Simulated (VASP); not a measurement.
# CdS (ae) (F-43m) in VASP: single point with PBEsol

Aim: the single point of CdS (ae) with PBEsol.

Everything below comes from runs of VASP 6.6.1. Logs are shortened: lines on timing, memory, paths and dates and some standing lists are left out, and cuts for length are marked.

## (1) The cell of the first run

Symmetry: F-43m, No. 216, cubic system. The conventional cell has a = 5.824 Å, b = 5.824 Å, c = 5.824 Å, α = 90.00°, β = 90.00°, γ = 90.00°. Cd (site symmetry -43m) has 4 S at 2.52 Å within 3.3 Å. S (site symmetry -43m) has 4 Cd at 2.52 Å within 3.3 Å.

## (2) Single point, PBEsol

INCAR reads:

```
SYSTEM = CdS
ALGO = Normal
EDIFF = 1E-6
ENCUT = 500
GGA = PS
GGA_COMPAT = .False.
ISIF = 2
ISMEAR = 0
LASPH = .True.
LCHARG = .False.
LREAL = .False.
LWAVE = .False.
NBANDS = 16
NELM = 120
PREC = Accurate
SIGMA = 0.02
```

KPOINTS reads:

```
k-points
0
Gamma
  8 8 8
  0 0 0
```

POSCAR reads:

```
CdS
1.0
    0.0000000000      2.9121733518      2.9121733518
    2.9121733518      0.0000000000      2.9121733518
    2.9121733518      2.9121733518      0.0000000000
Cd S
1 1
Direct
    0.0000000000      0.0000000000      0.0000000000
    0.7500000000      0.7500000000      0.7500000000
```

Potentials or basis: VASP PAW PBE potentials, release 64 (Cd, S).

Launch:

```console
$ cat potpaw_PBE.64/Cd/POTCAR potpaw_PBE.64/S/POTCAR > POTCAR
$ mpirun -np 1 vasp_std > vasp.out
```

OUTCAR:

```text
SYSTEM = CdS
   EDIFF = 1E-6
   ENCUT = 500
   GGA = PS
   ISIF = 2
   ISMEAR = 0
   LASPH = .True.
   LREAL = .False.
   NELM = 120
   PREC = Accurate

 ion  position               nearest neighbor table
   1  0.000  0.000  0.000-   2 2.52   2 2.52   2 2.52   2 2.52
   2  0.750  0.750  0.750-   1 2.52   1 2.52   1 2.52   1 2.52

  LATTYP: Found a face centered cubic cell.
 ALAT       =     5.8243467036

  Lattice vectors:

 A1 = (   0.0000000000,   2.9121733518,   2.9121733518)
 A2 = (   2.9121733518,   0.0000000000,   2.9121733518)
 A3 = (   2.9121733518,   2.9121733518,   0.0000000000)

Analysis of symmetry for initial positions (statically):
=====================================================================
 Subroutine PRICEL returns:
 Original cell was already a primitive cell.

 Routine SETGRP: Setting up the symmetry group for a
 face centered cubic supercell.

 Subroutine GETGRP returns: Found 24 space group operations
 (whereof 24 operations were pure point group operations)
 out of a pool of 48 trial point group operations.

The static configuration has the point symmetry T_d .

Analysis of symmetry for dynamics (positions and initial velocities):
=====================================================================
 Subroutine PRICEL returns:
 Original cell was already a primitive cell.

 Routine SETGRP: Setting up the symmetry group for a
 face centered cubic supercell.

 Subroutine GETGRP returns: Found 24 space group operations
 (whereof 24 operations were pure point group operations)
 out of a pool of 48 trial point group operations.

The dynamic configuration has the point symmetry T_d .

 Subroutine INISYM returns: Found 24 space group operations
 (whereof 24 operations are pure point group operations),
 and found     1 'primitive' translations

----------------------------------------------------------------------------------------

                                     Primitive cell

  volume of cell :      49.3948

  direct lattice vectors                    reciprocal lattice vectors
     0.000000000  2.912173352  2.912173352    -0.171693076  0.171693076  0.171693076
     2.912173352  0.000000000  2.912173352     0.171693076 -0.171693076  0.171693076
     2.912173352  2.912173352  0.000000000     0.171693076  0.171693076 -0.171693076

  length of vectors
     4.118435050  4.118435050  4.118435050     0.297381131  0.297381131  0.297381131

  position of ions in fractional coordinates (direct lattice)
     0.000000000  0.000000000  0.000000000
     0.750000000  0.750000000  0.750000000

  ion indices of the primitive-cell ions
   primitive index   ion index
                 1           1
                 2           2

----------------------------------------------------------------------------------------

 KPOINTS: k-points

Automatic generation of k-mesh.
 Grid dimensions read from file:
 generate k-points for:    8    8    8

 Generating k-lattice:

  Cartesian coordinates                     Fractional coordinates (reciprocal lattice)
    -0.021461634  0.021461634  0.021461634     0.125000000  0.000000000  0.000000000
     0.021461634 -0.021461634  0.021461634     0.000000000  0.125000000  0.000000000
     0.021461634  0.021461634 -0.021461634     0.000000000  0.000000000  0.125000000

  Length of vectors
     0.037172641  0.037172641  0.037172641

  Shift w.r.t. Gamma in fractional coordinates (k-lattice)
     0.000000000  0.000000000  0.000000000

 Subroutine IBZKPT returns following result:
 ===========================================

 Found     29 irreducible k-points:

 Following reciprocal coordinates:
            Coordinates               Weight
  0.000000  0.000000  0.000000      1.000000
  0.125000  0.000000  0.000000      8.000000
  0.250000  0.000000  0.000000      8.000000
  0.375000  0.000000  0.000000      8.000000
  0.500000  0.000000  0.000000      4.000000
  0.125000  0.125000  0.000000      6.000000
[... 16 lines left out ...]
  0.500000  0.250000  0.125000     48.000000
 -0.375000  0.250000  0.125000     24.000000
 [... further k-points ...]
   k-points           NKPTS =     29   k-points in BZ     NKDIM =     29   number of bands    NBANDS=     16
   number of dos      NEDOS =    301   number of ions     NIONS =      2
   total plane-waves  NPLWV =  27000
   dimension x,y,z NGX =    30 NGY =   30 NGZ =   30
   dimension x,y,z NGXF=    60 NGYF=   60 NGZF=   60
   ions per type =               1   1
   NGX,Y,Z   is equivalent  to a cutoff of  12.11, 12.11, 12.11 a.u.
   NGXF,Y,Z  is equivalent  to a cutoff of  24.22, 24.22, 24.22 a.u.
 SYSTEM =  CdS
   PREC   = accura    normal or accurate (medium, high low for compatibility)
   ISTART =      0    job   : 0-new  1-cont  2-samecut
   ICHARG =      2    charge: 1-file 2-atom 10-const
   ISPIN  =      1    spin polarized calculation?
   LNONCOLLINEAR =      F non collinear calculations
   LSORBIT =      F    spin-orbit coupling
   LASPH  =      T    aspherical Exc in radial PAW
   ENCUT  =  500.0 eV  36.75 Ry    6.06 a.u.   7.51  7.51  7.51*2*pi/ulx,y,z
   NELM   =    120;   NELMIN=  2; NELMDL= -5     # of ELM steps
   EDIFF  = 0.1E-05   stopping-criterion for ELM
   LREAL  =      F    real-space projection
   EDIFFG = 0.1E-04   stopping-criterion for IOM
   NSW    =      0    number of steps for IOM
   IBRION =     -1    ionic relax: 0-MD 1-quasi-New 2-CG
   NFREE  =      0    steps in history (QN), initial steepest desc. (CG)
   ISIF   =      2    stress and relaxation
   ISYM   =      2    0-nonsym 1-usesym 2-fastsym
   POTIM  = 0.5000    time-step for ionic-motion
   TEBEG  =    0.0;   TEEND  =   0.0 temperature during run
   PSTRESS=    0.0 pullay stress
   NELECT =      18.0000    total number of electrons
   NUPDOWN=      -1.0000    fix difference up-down
   EMIN   =  10.00;   EMAX   =-10.00  energy-range for DOS
   EFERMI =   0.00;   METHOD = LEGACY
   ISMEAR =     0;   SIGMA  =   0.02  broadening in eV -4-tet -1-fermi 0-gaus
   EFERMI_NEDOS =   21; number of points for ismear=-14 and -15
   IALGO  =     38    algorithm
   IMIX   =      4    mixing-type and parameters
     AMIX     =   0.40;   BMIX     =  1.00
     AMIX_MAG =   1.60;   BMIX_MAG =  1.00
  volume/ion in A,a.u.               =      24.70       166.67
  Fermi-wavevector in a.u.,A,eV,Ry     =   1.169334  2.209720 18.603806  1.367341
  Thomas-Fermi vector in A             =   2.305808
   LORBIT       =      0    0 simple, 1 ext, 2 COOP (PROOUT), +10 PAW based schemes
   GGA     = PS    functional components
   LHFCALC =     F    Hartree Fock is set to
   AEXX    =    0.0000 exact exchange contribution
   IVDW    =     0    specifies the selected vdW correction
   LEPSILON=     F    determine dielectric tensor
   LRPA    =     F    only Hartree local field effects (RPA)
 non-spin polarized calculation
 Gauss-broadening in eV      SIGMA  =   0.02
  energy-cutoff  :      500.00
  volume of cell :       49.39
 maximum number of plane-waves:      1283
   NGX = 15   NGY = 15   NGZ = 15

 number of electron      18.0000004 magnetization

 Free energy of the ion-electron system (eV)
  ---------------------------------------------------
  ext. energy  EPLUGINS =         0.00000000
  ---------------------------------------------------
  free energy    TOTEN  =        -6.81303619 eV

  energy without entropy =       -6.81303619  energy(sigma->0) =       -6.81303619

 E-fermi :   1.4094     XC(G=0):  -9.3992

 val. band max:        1.2506788313   @ k =   0.0000   0.0000   0.0000
 cond. band min:       2.2678500716   @ k =   0.0000   0.0000   0.0000
 fundamental gap:      1.0171712403
 Fermi energy:         1.4093879629

 k-point     1 :       0.0000    0.0000    0.0000
  band No.  band energies     occupation
      1     -11.1619      2.00000
      2      -6.4956      2.00000
      3      -6.4956      2.00000
      4      -6.4956      2.00000
      5      -6.0012      2.00000
      6      -6.0012      2.00000
[... 8 lines left out ...]
     15      12.7032      0.00000
     16      12.7032      0.00000

 k-point     2 :       0.1250    0.0000    0.0000
  band No.  band energies     occupation
      1     -11.0974      2.00000
      2      -6.4725      2.00000
      3      -6.4725      2.00000
      4      -6.4430      2.00000
      5      -6.0024      2.00000
      6      -6.0024      2.00000
[... 8 lines left out ...]
     15      12.0648      0.00000
     16      13.0598      0.00000

 k-point     3 :       0.2500    0.0000    0.0000
  band No.  band energies     occupation
      1     -10.9407      2.00000
      2      -6.4225      2.00000
      3      -6.4225      2.00000
      4      -6.2509      2.00000
      5      -5.9971      2.00000
      6      -5.9971      2.00000
[... 8 lines left out ...]
     15      11.8182      0.00000
     16      12.3751      0.00000

 k-point     4 :       0.3750    0.0000    0.0000
  band No.  band energies     occupation
      1     -10.7836      2.00000
      2      -6.3840      2.00000
      3      -6.3840      2.00000
      4      -5.9765      2.00000
      5      -5.9765      2.00000
      6      -5.8878      2.00000
[... 8 lines left out ...]
     15      12.6894      0.00000
     16      12.6894      0.00000

 k-point     5 :       0.5000    0.0000    0.0000
  band No.  band energies     occupation
      1     -10.7190      2.00000
      2      -6.3723      2.00000
      3      -6.3723      2.00000
      4      -5.9626      2.00000
      5      -5.9626      2.00000
      6      -5.6163      2.00000
[... 8 lines left out ...]
     15      13.7660      0.00000
     16      13.7660      0.00000

 k-point     6 :       0.1250    0.1250    0.0000
  band No.  band energies     occupation
      1     -11.0761      2.00000
      2      -6.4543      2.00000
      3      -6.4504      2.00000
      4      -6.4504      2.00000
      5      -6.0181      2.00000
      6      -5.9881      2.00000
[... 8 lines left out ...]
     15      12.8051      0.00000
     16      13.7284      0.00000

 k-point     7 :       0.2500    0.1250    0.0000
  band No.  band energies     occupation
      1     -10.9505      2.00000
      2      -6.4204      2.00000
      3      -6.3967      2.00000
      4      -6.3147      2.00000
      5      -6.0216      2.00000
      6      -5.9754      2.00000
[... 8 lines left out ...]
     15      12.6626      0.00000
     16      13.7991      0.00000

 k-point     8 :       0.3750    0.1250    0.0000
  band No.  band energies     occupation
      1     -10.7942      2.00000
      2      -6.3804      2.00000
      3      -6.3517      2.00000
      4      -6.0867      2.00000
      5      -5.9603      2.00000
      6      -5.9206      2.00000
[... 8 lines left out ...]
     15      13.1927      0.00000
     16      13.2617      0.00000

 k-point     9 :       0.5000    0.1250    0.0000
  band No.  band energies     occupation
      1     -10.6998      2.00000
      2      -6.3605      2.00000
      3      -6.3373      2.00000
      4      -6.0064      2.00000
      5      -5.9591      2.00000
      6      -5.6067      2.00000
[... 8 lines left out ...]
     15      13.5390      0.00000
     16      13.7999      0.00000
[... 172 lines left out ...]
 k-point    19 :       0.5000    0.3750    0.0000
  band No.  band energies     occupation
      1     -10.6032      2.00000
      2      -6.2792      2.00000
      3      -6.1685      2.00000
      4      -6.1487      2.00000
      5      -5.9255      2.00000
      6      -5.5628      2.00000
[... 8 lines left out ...]
     15      13.9269      0.00000
     16      14.8805      0.00000

 k-point    20 :      -0.3750    0.3750    0.0000
  band No.  band energies     occupation
      1     -10.5953      2.00000
      2      -6.2959      2.00000
      3      -6.1949      2.00000
      4      -6.0960      2.00000
      5      -5.9555      2.00000
      6      -5.4130      2.00000
[... 8 lines left out ...]
     15      13.2175      0.00000
     16      15.4545      0.00000

 k-point    21 :       0.5000    0.5000    0.0000
  band No.  band energies     occupation
      1     -10.5824      2.00000
      2      -6.2831      2.00000
      3      -6.1368      2.00000
      4      -6.1368      2.00000
      5      -5.9112      2.00000
      6      -5.5529      2.00000
[... 8 lines left out ...]
     15      13.6023      0.00000
     16      14.7143      0.00000

 k-point    22 :       0.3750    0.2500    0.1250
  band No.  band energies     occupation
      1     -10.8255      2.00000
      2      -6.3700      2.00000
      3      -6.3426      2.00000
      4      -6.1814      2.00000
      5      -5.9962      2.00000
      6      -5.9408      2.00000
[... 8 lines left out ...]
     15      13.2150      0.00000
     16      14.9918      0.00000

 k-point    23 :       0.5000    0.2500    0.1250
  band No.  band energies     occupation
      1     -10.7021      2.00000
      2      -6.3333      2.00000
      3      -6.3061      2.00000
      4      -6.0726      2.00000
      5      -5.9672      2.00000
      6      -5.7110      2.00000
[... 8 lines left out ...]
     15      13.9899      0.00000
     16      14.3033      0.00000

 k-point    24 :      -0.3750    0.2500    0.1250
  band No.  band energies     occupation
      1     -10.6517      2.00000
      2      -6.3287      2.00000
      3      -6.2885      2.00000
      4      -6.0297      2.00000
      5      -5.9742      2.00000
      6      -5.4988      2.00000
[... 8 lines left out ...]
     15      13.4486      0.00000
     16      14.3845      0.00000

 [... further k-points ...]
[... 5 lines left out ...]
  --------------------------------------------------------------------------------------
  -------------------------------------------------------------------------------------
  Total        0.1187817      0.1187817      0.1187817      0.0000000      0.0000000      0.0000000
  in kB        3.8528163      3.8528163      3.8528163      0.0000000      0.0000000      0.0000000
  external PRESSURE =       3.8528163 kB  Pullay stress =       0.0000000 kB

 VOLUME and BASIS-vectors are now :
 -----------------------------------------------------------------------------
  energy-cutoff  :      500.00
  volume of cell :       49.39
      direct lattice vectors                 reciprocal lattice vectors
     0.000000000  2.912173352  2.912173352    -0.171693076  0.171693076  0.171693076
     2.912173352  0.000000000  2.912173352     0.171693076 -0.171693076  0.171693076
     2.912173352  2.912173352  0.000000000     0.171693076  0.171693076 -0.171693076

 POSITION                                       TOTAL-FORCE (eV/Angst)
 -----------------------------------------------------------------------------------
      0.00000      0.00000      0.00000        -0.000000     -0.000000     -0.000000
      4.36826      4.36826      4.36826         0.000000      0.000000      0.000000
 -----------------------------------------------------------------------------------
    total drift:                                0.000000      0.000000      0.000000

  FREE ENERGIE OF THE ION-ELECTRON SYSTEM (eV)
  ---------------------------------------------------
  free  energy   TOTEN  =        -6.8130361916 eV

  energy  without entropy=       -6.8130361916  energy(sigma->0) =       -6.81303619
```

Run time: 39 s. Hardware: 1 thread of Intel Xeon 8259CL, shared host; peak memory 0.18 GiB.

Results:

| Property | Result |
| --- | --- |
| Free energy | -6.8130 eV |
| Pressure | 0.4 GPa |
| Band gap on the k mesh | 1.02 eV, direct |

Caveat: the PAW data sets were made with another functional, which shifts forces and pressure a little. Expect the measured gap to be larger: semilocal functionals such as PBEsol lack the derivative discontinuity.
